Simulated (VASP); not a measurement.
# P (P4/mmm) in VASP: a series of runs

The runs below take P through electric field gradients, with PBEsol.

Program: VASP 6.6.1. These are calculated values, not measurements. Logs are shortened: lines on timing, memory, paths and dates and some standing lists are left out, and cuts for length are marked.

## (1) The cell of the first run

Symmetry: P4/mmm, No. 123, tetragonal system. The conventional cell has a = 4.273 Å, b = 4.273 Å, c = 4.290 Å, α = 90.00°, β = 90.00°, γ = 90.00°. P (site symmetry 4/mmm) has 6 P at 4.27 to 4.29 Å within 5.6 Å.

## (2) Electric field gradients, PBEsol (zz strain of -2 %)

File INCAR:

```
SYSTEM = P
PREC = Accurate
ENCUT = 400
EDIFF = 1E-8
ISMEAR = -1
SIGMA = 0.08
LREAL = .False.
LASPH = .True.
NELM = 120
ALGO = Normal
ISIF = 2
LWAVE = .False.
LCHARG = .False.
GGA = PS
LEFG = .True.
NBANDS = 8
GGA_COMPAT = .False.
```

File KPOINTS:

```
Automatic mesh
0
Gamma
  10 10 9
  0 0 0
```

File POSCAR:

```
P
1.0
    4.2729048574      0.0000000000      0.0000000000
    0.0000000000      4.2729048574      0.0000000000
    0.0000000000      0.0000000000      4.2904400000
P
1
Direct
    0.0000000000      0.0000000000      0.0000000000
```

Potentials or basis: VASP PAW PBE potentials, release 64 (P).

Run with:

```
$ cat potpaw_PBE.64/P/POTCAR > POTCAR
$ mpirun -np 1 vasp_std > vasp.out
```

OUTCAR:

```text
SYSTEM = P
   PREC = Accurate
   ENCUT = 400
   EDIFF = 1E-8
   ISMEAR = -1
   LREAL = .False.
   LASPH = .True.
   NELM = 120
   ISIF = 2
   GGA = PS

 ion  position               nearest neighbor table
   1  0.000  0.000  0.000-

  LATTYP: Found a simple tetragonal cell.
 ALAT       =     4.2729048574
 C/A-ratio  =     1.0041037990

  Lattice vectors:

 A1 = (   4.2729048574,   0.0000000000,   0.0000000000)
 A2 = (   0.0000000000,   4.2729048574,   0.0000000000)
 A3 = (   0.0000000000,   0.0000000000,   4.2904400000)

Analysis of symmetry for initial positions (statically):
=====================================================================
 Subroutine PRICEL returns:
 Original cell was already a primitive cell.

 Routine SETGRP: Setting up the symmetry group for a
 simple tetragonal supercell.

 Subroutine GETGRP returns: Found 16 space group operations
 (whereof 16 operations were pure point group operations)
 out of a pool of 16 trial point group operations.

The static configuration has the point symmetry D_4h.

Analysis of symmetry for dynamics (positions and initial velocities):
=====================================================================
 Subroutine PRICEL returns:
 Original cell was already a primitive cell.

 Routine SETGRP: Setting up the symmetry group for a
 simple tetragonal supercell.

 Subroutine GETGRP returns: Found 16 space group operations
 (whereof 16 operations were pure point group operations)
 out of a pool of 16 trial point group operations.

The dynamic configuration has the point symmetry D_4h.

 Subroutine INISYM returns: Found 16 space group operations
 (whereof 16 operations are pure point group operations),
 and found     1 'primitive' translations

----------------------------------------------------------------------------------------

                                     Primitive cell

  volume of cell :      78.3336

  direct lattice vectors                    reciprocal lattice vectors
     4.272904857  0.000000000  0.000000000     0.234032826  0.000000000  0.000000000
     0.000000000  4.272904857  0.000000000     0.000000000  0.234032826  0.000000000
     0.000000000  0.000000000  4.290440000     0.000000000  0.000000000  0.233076328

  length of vectors
     4.272904857  4.272904857  4.290440000     0.234032826  0.234032826  0.233076328

  position of ions in fractional coordinates (direct lattice)
     0.000000000  0.000000000  0.000000000

  ion indices of the primitive-cell ions
   primitive index   ion index
                 1           1

----------------------------------------------------------------------------------------

 KPOINTS: Automatic mesh

Automatic generation of k-mesh.
 Grid dimensions read from file:
 generate k-points for:   10   10    9

 Generating k-lattice:

  Cartesian coordinates                     Fractional coordinates (reciprocal lattice)
     0.023403283  0.000000000  0.000000000     0.100000000  0.000000000  0.000000000
     0.000000000  0.023403283  0.000000000     0.000000000  0.100000000  0.000000000
     0.000000000  0.000000000  0.025897370     0.000000000  0.000000000  0.111111111

  Length of vectors
     0.023403283  0.023403283  0.025897370

  Shift w.r.t. Gamma in fractional coordinates (k-lattice)
     0.000000000  0.000000000  0.000000000

 Subroutine IBZKPT returns following result:
 ===========================================

 Found    105 irreducible k-points:

 Following reciprocal coordinates:
            Coordinates               Weight
  0.000000  0.000000  0.000000      1.000000
  0.100000  0.000000  0.000000      4.000000
  0.200000  0.000000  0.000000      4.000000
  0.300000  0.000000  0.000000      4.000000
  0.400000  0.000000  0.000000      4.000000
  0.500000  0.000000  0.000000      2.000000
[... 16 lines left out ...]
  0.100000  0.000000  0.111111      8.000000
  0.200000  0.000000  0.111111      8.000000
 [... further k-points ...]
   k-points           NKPTS =    105   k-points in BZ     NKDIM =    105   number of bands    NBANDS=      8
   number of dos      NEDOS =    301   number of ions     NIONS =      1
   total plane-waves  NPLWV =  21952
   dimension x,y,z NGX =    28 NGY =   28 NGZ =   28
   dimension x,y,z NGXF=    56 NGYF=   56 NGZF=   56
   ions per type =               1
   NGX,Y,Z   is equivalent  to a cutoff of  10.89, 10.89, 10.85 a.u.
   NGXF,Y,Z  is equivalent  to a cutoff of  21.79, 21.79, 21.70 a.u.
 SYSTEM =  P
   PREC   = accura    normal or accurate (medium, high low for compatibility)
   ISTART =      0    job   : 0-new  1-cont  2-samecut
   ICHARG =      2    charge: 1-file 2-atom 10-const
   ISPIN  =      1    spin polarized calculation?
   LNONCOLLINEAR =      F non collinear calculations
   LSORBIT =      F    spin-orbit coupling
   LASPH  =      T    aspherical Exc in radial PAW
   ENCUT  =  400.0 eV  29.40 Ry    5.42 a.u.   6.97  6.97  7.00*2*pi/ulx,y,z
   NELM   =    120;   NELMIN=  2; NELMDL= -5     # of ELM steps
   EDIFF  = 0.1E-07   stopping-criterion for ELM
   LREAL  =      F    real-space projection
   EDIFFG = 0.1E-06   stopping-criterion for IOM
   NSW    =      0    number of steps for IOM
   IBRION =     -1    ionic relax: 0-MD 1-quasi-New 2-CG
   NFREE  =      0    steps in history (QN), initial steepest desc. (CG)
   ISIF   =      2    stress and relaxation
   ISYM   =      2    0-nonsym 1-usesym 2-fastsym
   POTIM  = 0.5000    time-step for ionic-motion
   TEBEG  =    0.0;   TEEND  =   0.0 temperature during run
   PSTRESS=    0.0 pullay stress
   NELECT =       5.0000    total number of electrons
   NUPDOWN=      -1.0000    fix difference up-down
   EMIN   =  10.00;   EMAX   =-10.00  energy-range for DOS
   EFERMI =   0.00;   METHOD = LEGACY
   ISMEAR =    -1;   SIGMA  =   0.08  broadening in eV -4-tet -1-fermi 0-gaus
   EFERMI_NEDOS =   21; number of points for ismear=-14 and -15
   IALGO  =     38    algorithm
   IMIX   =      4    mixing-type and parameters
     AMIX     =   0.40;   BMIX     =  1.00
     AMIX_MAG =   1.60;   BMIX_MAG =  1.00
  volume/ion in A,a.u.               =      78.33       528.62
  Fermi-wavevector in a.u.,A,eV,Ry     =   0.654258  1.236367  5.824014  0.428053
  Thomas-Fermi vector in A             =   1.724758
   LORBIT       =      0    0 simple, 1 ext, 2 COOP (PROOUT), +10 PAW based schemes
   GGA     = PS    functional components
   LHFCALC =     F    Hartree Fock is set to
   AEXX    =    0.0000 exact exchange contribution
   IVDW    =     0    specifies the selected vdW correction
   LEPSILON=     F    determine dielectric tensor
   LRPA    =     F    only Hartree local field effects (RPA)
 non-spin polarized calculation
  energy-cutoff  :      400.00
  volume of cell :       78.33
 maximum number of plane-waves:      1452
 NGX is ok and might be reduce to    28
   NGX = 13   NGY = 13   NGZ = 13

 number of electron       5.0000003 magnetization

 Free energy of the ion-electron system (eV)
  ---------------------------------------------------
  ext. energy  EPLUGINS =         0.00000000
  ---------------------------------------------------
  free energy    TOTEN  =        -1.24270889 eV

  energy without entropy =       -1.17258140  energy(sigma->0) =       -1.20764514

 E-fermi :  -3.0180     XC(G=0):  -5.1137

 val. band max:       -3.0269603144   @ k =   0.2000   0.0000   0.1111
 cond. band min:      -3.0123236961   @ k =   0.4000   0.3000   0.4444
 fundamental gap:      0.0146366183
 Fermi energy:        -3.0180466186

 k-point     1 :       0.0000    0.0000    0.0000
  band No.  band energies     occupation
      1     -11.7657      2.00000
      2      -2.4965      0.00295
      3      -2.4766      0.00230
      4      -2.4766      0.00230
      5       1.6265      0.00000
      6       4.4580      0.00000
      7       4.4724      0.00000
      8       9.1416      0.00000

 k-point     2 :       0.1000    0.0000    0.0000
  band No.  band energies     occupation
      1     -11.7500      2.00000
      2      -2.6499      0.01987
      3      -2.4830      0.00249
      4      -2.4631      0.00194
      5       1.7964      0.00000
      6       4.5141      0.00000
      7       4.6315      0.00000
      8       8.5843      0.00000

 k-point     3 :       0.2000    0.0000    0.0000
  band No.  band energies     occupation
      1     -11.7082      2.00000
      2      -3.0472      1.18026
      3      -2.4470      0.00159
      4      -2.4274      0.00124
      5       2.2016      0.00000
      6       4.6632      0.00000
      7       4.9957      0.00000
      8       7.8075      0.00000

 k-point     4 :       0.3000    0.0000    0.0000
  band No.  band energies     occupation
      1     -11.6548      2.00000
      2      -3.4642      1.99246
      3      -2.4013      0.00090
      4      -2.3821      0.00071
      5       2.7002      0.00000
      6       4.8756      0.00000
      7       5.1470      0.00000
      8       7.1956      0.00000

 k-point     5 :       0.4000    0.0000    0.0000
  band No.  band energies     occupation
      1     -11.6102      2.00000
      2      -3.7625      1.99982
      3      -2.3634      0.00056
      4      -2.3445      0.00044
      5       3.2138      0.00000
      6       4.8452      0.00000
      7       5.0807      0.00000
      8       6.8063      0.00000
[... 177 lines left out ...]
 k-point    22 :       0.0000    0.0000    0.1111
  band No.  band energies     occupation
      1     -11.7470      2.00000
      2      -2.7023      0.03788
      3      -2.4606      0.00188
      4      -2.4606      0.00188
      5       1.8327      0.00000
      6       4.5360      0.00000
      7       4.6495      0.00000
      8       8.4985      0.00000

 k-point    23 :       0.1000    0.0000    0.1111
  band No.  band energies     occupation
      1     -11.7315      2.00000
      2      -2.6978      0.03587
      3      -2.6184      0.01345
      4      -2.4473      0.00159
      5       1.9985      0.00000
      6       4.6397      0.00000
      7       4.7576      0.00000
      8       7.9147      0.00000

 k-point    24 :       0.2000    0.0000    0.1111
  band No.  band energies     occupation
      1     -11.6899      2.00000
      2      -3.0270      1.05565
      3      -2.6372      0.01697
      4      -2.4119      0.00102
      5       2.3922      0.00000
      6       4.7943      0.00000
      7       5.0991      0.00000
      8       7.1911      0.00000

 [... further k-points ...]

------------------------ aborting loop because EDIFF is reached ----------------------------------------

  FORCE on cell =-STRESS in cart. coord.  units (eV):
  Direction    XX          YY          ZZ          XY          YZ          ZX
  --------------------------------------------------------------------------------------
  -------------------------------------------------------------------------------------
  Total       -1.9554131     -1.9554131     -1.9005003      0.0000000      0.0000000      0.0000000
  in kB      -39.9945518    -39.9945518    -38.8714063      0.0000000      0.0000000      0.0000000
  external PRESSURE =     -39.6201700 kB  Pullay stress =       0.0000000 kB

 VOLUME and BASIS-vectors are now :
 -----------------------------------------------------------------------------
  energy-cutoff  :      400.00
  volume of cell :       78.33
      direct lattice vectors                 reciprocal lattice vectors
     4.272904857  0.000000000  0.000000000     0.234032826  0.000000000  0.000000000
     0.000000000  4.272904857  0.000000000     0.000000000  0.234032826  0.000000000
     0.000000000  0.000000000  4.290440000     0.000000000  0.000000000  0.233076328

 POSITION                                       TOTAL-FORCE (eV/Angst)
 -----------------------------------------------------------------------------------
      0.00000      0.00000      0.00000         0.000000      0.000000      0.000000
 -----------------------------------------------------------------------------------
    total drift:                               -0.000000      0.000000      0.000000

  FREE ENERGIE OF THE ION-ELECTRON SYSTEM (eV)
  ---------------------------------------------------
  free  energy   TOTEN  =        -1.2427088895 eV

  energy  without entropy=       -1.1725813991  energy(sigma->0) =       -1.20764514

 Electric field gradients (V/A^2)
---------------------------------------------------------------------
 ion       V_xx      V_yy      V_zz      V_xy      V_xz      V_yz
---------------------------------------------------------------------
   1      -0.070    -0.070     0.141     0.000     0.000    -0.000
---------------------------------------------------------------------

 Electric field gradients after diagonalization (V/A^2)
 (convention: |V_zz| > |V_xx| > |V_yy|)
----------------------------------------------------------------------
 ion       V_xx      V_yy      V_zz     asymmetry (V_yy - V_xx)/ V_zz
----------------------------------------------------------------------
   1      -0.070    -0.070     0.141       0.000
----------------------------------------------------------------------

           NMR quadrupolar parameters

 Cq : quadrupolar parameter    Cq=e*Q*V_zz/h
 eta: asymmetry parameters     (V_yy - V_xx)/ V_zz
 Q  : nuclear electric quadrupole moment in mb (millibarn)
----------------------------------------------------------------------
 ion       Cq(MHz)       eta       Q (mb)
----------------------------------------------------------------------
   1       0.000       0.000       1.000
----------------------------------------------------------------------
```

Wall time 12 s (1 thread of Intel Xeon 6975P-C (Granite Rapids), shared host); peak memory 0.17 GiB.

What came out:

| Item | Value |
| --- | --- |
| Free energy | -1.2427 eV |
| Pressure | -4.0 GPa |

Levels at points of the mesh, in eV from the Fermi level:
```
           k point  band 1  band 2  band 3  band 4  band 5  band 6
(0.00, 0.00, 0.00)   -8.75    0.52    0.54    0.54    4.64    7.48
(0.50, 0.00, 0.00)   -8.57   -0.85    0.67    0.69    6.54    7.58
(0.50, 0.50, 0.00)   -8.42   -0.55   -0.55    0.80    5.83    8.16
```

Caveat: the cell differs from its parent crystal (zz strain of -2 %); without QUAD_EFG the Cq values of the log hold for a quadrupole moment of 1 mb, not for the nuclei; the PAW data sets were made with another functional, which shifts forces and pressure a little.

(Continued in part 2 of 2.)
